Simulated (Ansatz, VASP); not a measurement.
## One calculation of WC, two programs

The input INCAR:

```
SYSTEM = WC
ALGO     = Normal         ! electronic algorithm
EDIFF    = 1E-6           ! SCF threshold, eV
ENCUT    = 520            ! plane-wave cutoff, eV
GGA      = PS             ! functional
ISIF     = 2              ! what is computed and relaxed
ISMEAR   = 0              ! smearing method
LASPH    = .TRUE.         ! aspherical terms in the spheres
LCHARG   = .TRUE.         ! write CHGCAR
LELF     = .TRUE.         ! ELF
LREAL    = .FALSE.        ! projectors in reciprocal space
LVHAR    = .TRUE.       
LWAVE    = .FALSE.        ! write WAVECAR
NBANDS   = 16             ! bands
NELM     = 60             ! most SCF steps
PREC     = Accurate       ! precision mode
SIGMA    = 0.15           ! smearing width, eV
```

KPOINTS

```
k-points
0
G
  18 18 16
  0 0 0
```

The input POSCAR:

```
WC
1.0
    2.9005014360      0.0000000000      0.0000000000
   -1.4502507180      2.5119079273      0.0000000000
    0.0000000000      0.0000000000      2.8290000000
W C
1 1
Direct
    0.0447866734      0.0895733468     -0.1590668081
    0.6666666667      0.3333333333      0.5000000000
```

Input for Ansatz:

```yaml
crystal:
  lattice:
    - [2.900501436, 0.0, 0.0]
    - [-1.450250718, 2.5119079273, 0.0]
    - [0.0, 0.0, 2.829]
  atoms:
    - { symbol: W, position: [0.0447866734, 0.0895733468, -0.1590668081] }
    - { symbol: C, position: [0.6666666667, 0.3333333333, 0.5] }
basis:
  ecutwfc: 420
kpoints:
  mp_grid: { grid: [18, 18, 16] }
hamiltonian:
  xc: pbesol
scf:
  occupations: { method: gaussian, width: 0.15 }
output:
  forces: true
  stress: true
  eigenvalues: true
```

Alike in both runs: task single point; functional PBEsol; k mesh 18 × 18 × 16; occupations gaussian, width 0.15 eV; no spin polarisation.

```csv
,VASP,Ansatz
version,VASP 6.6.1,Ansatz 0.2.0
potentials or method,"VASP PAW PBE potentials, release 64 (W_sv, C), cutoff 520 eV","scalar-relativistic, plane waves, PAW"
valence electrons in the cell,18,18
```

Ansatz gave:

- gap on the k mesh at the Fermi level (eV): none
- rms of the force components (eV/Å): 5.253

Problem. Which values does VASP return?

Solution. gap on the k mesh at the Fermi level (eV): none; rms of the force components (eV/Å): 5.311.

VASP's potentials were made for PBE, not for PBEsol. Atom by atom the forces differ by 0.058 eV/Å (rms over components). A gap of «none» marks a metal or a gap that the smearing closes.

Spin-orbit coupling is off throughout.
